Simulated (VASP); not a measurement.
# TiC (CsCl type) (Pm-3m) in VASP: notebook

The runs below take TiC (CsCl type) through single point, with PBE.

Program: VASP 6.6.1. These are calculated values, not measurements. Logs are shortened: lines on timing, memory, paths and dates and some standing lists are left out, and cuts for length are marked.

## (1) The cell of the first run

The structure is cubic, space group Pm-3m (No. 221). Conventional cell: a = 2.221 Å, b = 2.221 Å, c = 2.221 Å, α = 90.00°, β = 90.00°, γ = 90.00°. Ti (site symmetry m-3m) has 8 C at 1.92 Å and 6 Ti at 2.22 Å within 2.6 Å. Within 2.6 Å of C (site symmetry m-3m) lie 8 Ti at 1.92 Å and 6 C at 2.22 Å.

## (2) Single point, PBE (volume scaled by 0.55)

The input, INCAR:

```
ALGO = Normal
EDIFF = 1E-7
ENCUT = 520
GGA = PE
ISIF = 2
ISMEAR = -1
LASPH = True
LCHARG = False
LREAL = False
LWAVE = False
NBANDS = 15
NELM = 100
PREC = Accurate
SIGMA = 0.08
```

The input, KPOINTS:

```
k-points
0
Gamma
  14 14 14
```

The input, POSCAR:

```
TiC
1.0
    2.2213926708      0.0000000000      0.0000000000
    0.0000000000      2.2213926708      0.0000000000
    0.0000000000      0.0000000000      2.2213926708
Ti C
1 1
Direct
    0.0000000000      0.0000000000      0.0000000000
    0.5000000000      0.5000000000      0.5000000000
```

Potentials or basis: VASP PAW PBE potentials, release 64 (Ti_sv, C).

Command:

```
$ cat potpaw_PBE.64/Ti_sv/POTCAR potpaw_PBE.64/C/POTCAR > POTCAR
$ mpirun -np 1 vasp_std > vasp.out
```

OUTCAR:

```text
EDIFF = 1E-7
   ENCUT = 520
   GGA = PE
   ISIF = 2
   ISMEAR = -1
   LASPH = True
   LREAL = False
   NELM = 100
   PREC = Accurate

 ion  position               nearest neighbor table
   1  0.000  0.000  0.000-   2 1.92   2 1.92   2 1.92   2 1.92   2 1.92   2 1.92   2 1.92   2 1.92

   2  0.500  0.500  0.500-   1 1.92   1 1.92   1 1.92   1 1.92   1 1.92   1 1.92   1 1.92   1 1.92

  LATTYP: Found a simple cubic cell.
 ALAT       =     2.2213926708

  Lattice vectors:

 A1 = (   2.2213926708,   0.0000000000,   0.0000000000)
 A2 = (   0.0000000000,   2.2213926708,   0.0000000000)
 A3 = (   0.0000000000,   0.0000000000,   2.2213926708)

Analysis of symmetry for initial positions (statically):
=====================================================================
 Subroutine PRICEL returns:
 Original cell was already a primitive cell.

 Routine SETGRP: Setting up the symmetry group for a
 simple cubic supercell.

 Subroutine GETGRP returns: Found 48 space group operations
 (whereof 48 operations were pure point group operations)
 out of a pool of 48 trial point group operations.

The static configuration has the point symmetry O_h .

Analysis of symmetry for dynamics (positions and initial velocities):
=====================================================================
 Subroutine PRICEL returns:
 Original cell was already a primitive cell.

 Routine SETGRP: Setting up the symmetry group for a
 simple cubic supercell.

 Subroutine GETGRP returns: Found 48 space group operations
 (whereof 48 operations were pure point group operations)
 out of a pool of 48 trial point group operations.

The dynamic configuration has the point symmetry O_h .

 Subroutine INISYM returns: Found 48 space group operations
 (whereof 48 operations are pure point group operations),
 and found     1 'primitive' translations

----------------------------------------------------------------------------------------

                                     Primitive cell

  volume of cell :      10.9617

  direct lattice vectors                    reciprocal lattice vectors
     2.221392671  0.000000000  0.000000000     0.450168047  0.000000000  0.000000000
     0.000000000  2.221392671  0.000000000     0.000000000  0.450168047  0.000000000
     0.000000000  0.000000000  2.221392671     0.000000000  0.000000000  0.450168047

  length of vectors
     2.221392671  2.221392671  2.221392671     0.450168047  0.450168047  0.450168047

  position of ions in fractional coordinates (direct lattice)
     0.000000000  0.000000000  0.000000000
     0.500000000  0.500000000  0.500000000

  ion indices of the primitive-cell ions
   primitive index   ion index
                 1           1
                 2           2

----------------------------------------------------------------------------------------

 KPOINTS: k-points

Automatic generation of k-mesh.
 Grid dimensions read from file:
 generate k-points for:   14   14   14

 Generating k-lattice:

  Cartesian coordinates                     Fractional coordinates (reciprocal lattice)
     0.032154860  0.000000000  0.000000000     0.071428571  0.000000000  0.000000000
     0.000000000  0.032154860  0.000000000     0.000000000  0.071428571  0.000000000
     0.000000000  0.000000000  0.032154860     0.000000000  0.000000000  0.071428571

  Length of vectors
     0.032154860  0.032154860  0.032154860

  Shift w.r.t. Gamma in fractional coordinates (k-lattice)
     0.000000000  0.000000000  0.000000000

 Subroutine IBZKPT returns following result:
 ===========================================

 Found    120 irreducible k-points:

 Following reciprocal coordinates:
            Coordinates               Weight
  0.000000  0.000000  0.000000      1.000000
  0.071429  0.000000  0.000000      6.000000
  0.142857  0.000000  0.000000      6.000000
  0.214286  0.000000  0.000000      6.000000
  0.285714  0.000000  0.000000      6.000000
  0.357143  0.000000  0.000000      6.000000
[... 16 lines left out ...]
  0.285714  0.214286  0.000000     24.000000
  0.357143  0.214286  0.000000     24.000000
 [... further k-points ...]
   k-points           NKPTS =    120   k-points in BZ     NKDIM =    120   number of bands    NBANDS=     15
   number of dos      NEDOS =    301   number of ions     NIONS =      2
   total plane-waves  NPLWV =   5832
   dimension x,y,z NGX =    18 NGY =   18 NGZ =   18
   dimension x,y,z NGXF=    36 NGYF=   36 NGZF=   36
   ions per type =               1   1
   NGX,Y,Z   is equivalent  to a cutoff of  13.47, 13.47, 13.47 a.u.
   NGXF,Y,Z  is equivalent  to a cutoff of  26.94, 26.94, 26.94 a.u.
 SYSTEM =  unknown system
   PREC   = accura    normal or accurate (medium, high low for compatibility)
   ISTART =      0    job   : 0-new  1-cont  2-samecut
   ICHARG =      2    charge: 1-file 2-atom 10-const
   ISPIN  =      1    spin polarized calculation?
   LNONCOLLINEAR =      F non collinear calculations
   LSORBIT =      F    spin-orbit coupling
   LASPH  =      T    aspherical Exc in radial PAW
   ENCUT  =  520.0 eV  38.22 Ry    6.18 a.u.   4.13  4.13  4.13*2*pi/ulx,y,z
   NELM   =    100;   NELMIN=  2; NELMDL= -5     # of ELM steps
   EDIFF  = 0.1E-06   stopping-criterion for ELM
   LREAL  =      F    real-space projection
   EDIFFG = 0.1E-05   stopping-criterion for IOM
   NSW    =      0    number of steps for IOM
   IBRION =     -1    ionic relax: 0-MD 1-quasi-New 2-CG
   NFREE  =      0    steps in history (QN), initial steepest desc. (CG)
   ISIF   =      2    stress and relaxation
   ISYM   =      2    0-nonsym 1-usesym 2-fastsym
   POTIM  = 0.5000    time-step for ionic-motion
   TEBEG  =    0.0;   TEEND  =   0.0 temperature during run
   PSTRESS=    0.0 pullay stress
   NELECT =      16.0000    total number of electrons
   NUPDOWN=      -1.0000    fix difference up-down
   EMIN   =  10.00;   EMAX   =-10.00  energy-range for DOS
   EFERMI =   0.00;   METHOD = LEGACY
   ISMEAR =    -1;   SIGMA  =   0.08  broadening in eV -4-tet -1-fermi 0-gaus
   EFERMI_NEDOS =   21; number of points for ismear=-14 and -15
   IALGO  =     38    algorithm
   IMIX   =      4    mixing-type and parameters
     AMIX     =   0.40;   BMIX     =  1.00
     AMIX_MAG =   1.60;   BMIX_MAG =  1.00
  volume/ion in A,a.u.               =       5.48        36.99
  Fermi-wavevector in a.u.,A,eV,Ry     =   1.857047  3.509309 46.921357  3.448622
  Thomas-Fermi vector in A             =   2.905797
   LORBIT       =      0    0 simple, 1 ext, 2 COOP (PROOUT), +10 PAW based schemes
   GGA     = PE    functional components
   LHFCALC =     F    Hartree Fock is set to
   AEXX    =    0.0000 exact exchange contribution
   IVDW    =     0    specifies the selected vdW correction
   LEPSILON=     F    determine dielectric tensor
   LRPA    =     F    only Hartree local field effects (RPA)
 non-spin polarized calculation
  energy-cutoff  :      520.00
  volume of cell :       10.96
 maximum number of plane-waves:       306
 NGX is ok and might be reduce to    18
   NGX =  9   NGY =  9   NGZ =  9

 number of electron      15.9999994 magnetization

 Free energy of the ion-electron system (eV)
  ---------------------------------------------------
  ext. energy  EPLUGINS =         0.00000000
  ---------------------------------------------------
  free energy    TOTEN  =        -9.24730118 eV

  energy without entropy =       -9.21695856  energy(sigma->0) =       -9.23212987

 E-fermi :  19.1829     XC(G=0): -16.3150

 val. band max:       19.1783087819   @ k =   0.2143   0.2143   0.0714
 cond. band min:      19.2105555297   @ k =   0.5000   0.2857   0.0000
 fundamental gap:      0.0322467477
 Fermi energy:        19.1828834724

 k-point     1 :       0.0000    0.0000    0.0000
  band No.  band energies     occupation
      1     -37.4547      2.00000
      2     -11.6559      2.00000
      3     -11.6559      2.00000
      4     -11.6559      2.00000
      5       3.2598      2.00000
      6      15.1421      2.00000
      7      15.1421      2.00000
      8      22.1282      0.00000
      9      22.1282      0.00000
     10      22.1282      0.00000
     11      25.4703      0.00000
     12      25.4703      0.00000
     13      25.4703      0.00000
     14      42.5579      0.00000
     15      42.5579      0.00000

 k-point     2 :       0.0714    0.0000    0.0000
  band No.  band energies     occupation
      1     -37.4169      2.00000
      2     -11.9084      2.00000
      3     -11.6322      2.00000
      4     -11.6322      2.00000
      5       3.4869      2.00000
      6      15.2218      2.00000
      7      15.2243      2.00000
      8      21.5867      0.00000
      9      21.5867      0.00000
     10      22.0608      0.00000
     11      25.4992      0.00000
     12      25.9988      0.00000
     13      25.9988      0.00000
     14      41.8306      0.00000
     15      42.8692      0.00000

 k-point     3 :       0.1429    0.0000    0.0000
  band No.  band energies     occupation
      1     -37.3096      2.00000
      2     -12.5805      2.00000
      3     -11.5652      2.00000
      4     -11.5652      2.00000
      5       4.1064      2.00000
      6      15.2783      2.00000
      7      15.4623      2.00000
      8      20.4928      0.00000
      9      20.4928      0.00000
     10      22.0941      0.00000
     11      25.5810      0.00000
     12      27.0721      0.00000
     13      27.0721      0.00000
     14      40.1187      0.00000
     15      43.3636      0.00000

 k-point     4 :       0.2143    0.0000    0.0000
  band No.  band energies     occupation
      1     -37.1500      2.00000
      2     -13.4785      2.00000
      3     -11.4670      2.00000
      4     -11.4670      2.00000
      5       4.9946      2.00000
      6      14.9156      2.00000
      7      15.8283      2.00000
      8      19.3335      0.26406
      9      19.3335      0.26406
     10      22.7084      0.00000
     11      25.7013      0.00000
     12      28.2488      0.00000
     13      28.2488      0.00000
     14      38.1068      0.00000
     15      43.4312      0.00000
[... 307 lines left out ...]
 k-point    22 :       0.2143    0.2143    0.0000
  band No.  band energies     occupation
      1     -36.8543      2.00000
      2     -13.3550      2.00000
      3     -13.0331      2.00000
      4     -11.2947      2.00000
      5       6.2585      2.00000
      6      14.2934      2.00000
      7      16.0235      2.00000
      8      18.7331      1.99279
      9      19.1049      1.45221
     10      23.7520      0.00000
     11      23.9178      0.00000
     12      28.6791      0.00000
     13      29.4969      0.00000
     14      38.9570      0.00000
     15      44.7315      0.00000

 k-point    23 :       0.2857    0.2143    0.0000
  band No.  band energies     occupation
      1     -36.6761      2.00000
      2     -14.0997      2.00000
      3     -13.0035      2.00000
      4     -11.1937      2.00000
      5       6.8952      2.00000
      6      13.4346      2.00000
      7      16.1385      2.00000
      8      18.7580      1.99018
      9      18.8804      1.95542
     10      23.7170      0.00000
     11      24.5705      0.00000
     12      29.1850      0.00000
     13      29.5461      0.00000
     14      38.3672      0.00000
     15      43.3263      0.00000

 k-point    24 :       0.3571    0.2143    0.0000
  band No.  band energies     occupation
      1     -36.5094      2.00000
      2     -14.8354      2.00000
      3     -12.8623      2.00000
      4     -11.1011      2.00000
      5       7.4406      2.00000
      6      12.6558      2.00000
      7      16.2118      2.00000
      8      18.3421      1.99995
      9      18.8272      1.97683
     10      23.8404      0.00000
     11      25.7477      0.00000
     12      29.3526      0.00000
     13      29.7226      0.00000
     14      37.8983      0.00000
     15      42.0459      0.00000

 [... further k-points ...]
[... 5 lines left out ...]
  --------------------------------------------------------------------------------------
  -------------------------------------------------------------------------------------
  Total       28.2213796     28.2213796     28.2213796      0.0000000     -0.0000000      0.0000000
  in kB     4124.8942506   4124.8942506   4124.8942506      0.0000000     -0.0000000      0.0000000
  external PRESSURE =    4124.8942506 kB  Pullay stress =       0.0000000 kB

 VOLUME and BASIS-vectors are now :
 -----------------------------------------------------------------------------
  energy-cutoff  :      520.00
  volume of cell :       10.96
      direct lattice vectors                 reciprocal lattice vectors
     2.221392671  0.000000000  0.000000000     0.450168047  0.000000000  0.000000000
     0.000000000  2.221392671  0.000000000     0.000000000  0.450168047  0.000000000
     0.000000000  0.000000000  2.221392671     0.000000000  0.000000000  0.450168047

 POSITION                                       TOTAL-FORCE (eV/Angst)
 -----------------------------------------------------------------------------------
      0.00000      0.00000      0.00000         0.000000      0.000000      0.000000
      1.11070      1.11070      1.11070         0.000000      0.000000      0.000000
 -----------------------------------------------------------------------------------
    total drift:                                0.000000     -0.000000     -0.000000

  FREE ENERGIE OF THE ION-ELECTRON SYSTEM (eV)
  ---------------------------------------------------
  free  energy   TOTEN  =        -9.2473011766 eV

  energy  without entropy=       -9.2169585561  energy(sigma->0) =       -9.23212987
```

It took 29 s on 1 thread of Intel Xeon 8259CL, shared host; peak memory 0.14 GiB.

What came out:

| Item | Value |
| --- | --- |
| Free energy | -9.2473 eV |
| Pressure | 412.5 GPa |
| Band gap on the k mesh | zero (band 8 reaches 22.13 eV, above the bottom of band 9 at 17.04 eV) |

Levels at points of the mesh, in eV from the Fermi level:
| k point | band 6 | band 7 | band 8 | band 9 | band 10 | band 11 |
| --- | --- | --- | --- | --- | --- | --- |
| (0.00, 0.00, 0.00) | -4.04 | -4.04 | 2.95 | 2.95 | 2.95 | 6.29 |
| (0.50, 0.00, 0.00) | -9.10 | -2.38 | -2.38 | -2.01 | 6.90 | 8.53 |
| (0.50, 0.50, 0.00) | -3.27 | -3.27 | -0.84 | 2.70 | 2.70 | 4.04 |
| (0.50, 0.50, 0.50) | -10.35 | -10.35 | -5.60 | 9.46 | 9.46 | 13.25 |

## (3) Single point, PBE (volume scaled by 0.55)

The input, INCAR:

```
SYSTEM = TiC
PREC = Accurate ; ENCUT = 520
EDIFF = 1E-6 ; ISMEAR = -1
SIGMA = 0.08 ; LREAL = .False.
LASPH = .True. ; NELM = 80
ALGO = Normal ; ISIF = 2
LWAVE = .False. ; LCHARG = .True.
GGA = PE ; LELF = .True.
LVHAR = .True. ; NBANDS = 15
```

The input, KPOINTS:

```
regular mesh
0
Gamma
  14 14 14
  0 0 0
```

POSCAR is that of step 2.

Potentials or basis: VASP PAW PBE potentials, release 64 (Ti_sv, C).

Command:

```
$ cat potpaw_PBE.64/Ti_sv/POTCAR potpaw_PBE.64/C/POTCAR > POTCAR
$ mpirun -np 1 vasp_std > vasp.out
```

Wall time 26 s (1 thread of Intel Xeon 8259CL, shared host); peak memory 0.13 GiB.

The run converged. Its results:

* Free energy: -9.2473 eV
* Pressure: 412.6 GPa
* Band gap on the k mesh: zero (band 8 reaches 22.13 eV, above the bottom of band 9 at 17.04 eV)

Levels at points of the mesh, in eV from the Fermi level:
| k point | band 4 | band 5 | band 6 | band 7 | band 8 | band 9 | band 10 | band 11 | band 12 | band 13 |
| --- | --- | --- | --- | --- | --- | --- | --- | --- | --- | --- |
| (0.00, 0.00, 0.00) | -30.84 | -15.92 | -4.04 | -4.04 | 2.95 | 2.95 | 2.95 | 6.29 | 6.29 | 6.29 |
| (0.50, 0.00, 0.00) | -30.34 | -9.49 | -9.10 | -2.38 | -2.38 | -2.01 | 6.90 | 8.53 | 12.17 | 12.17 |
| (0.50, 0.50, 0.00) | -29.96 | -13.86 | -3.27 | -3.27 | -0.84 | 2.70 | 2.70 | 4.04 | 9.20 | 9.94 |
| (0.50, 0.50, 0.50) | -33.13 | -10.35 | -10.35 | -10.35 | -5.60 | 9.46 | 9.46 | 13.25 | 13.25 | 13.25 |

(Part 1 of 2 ends here.)
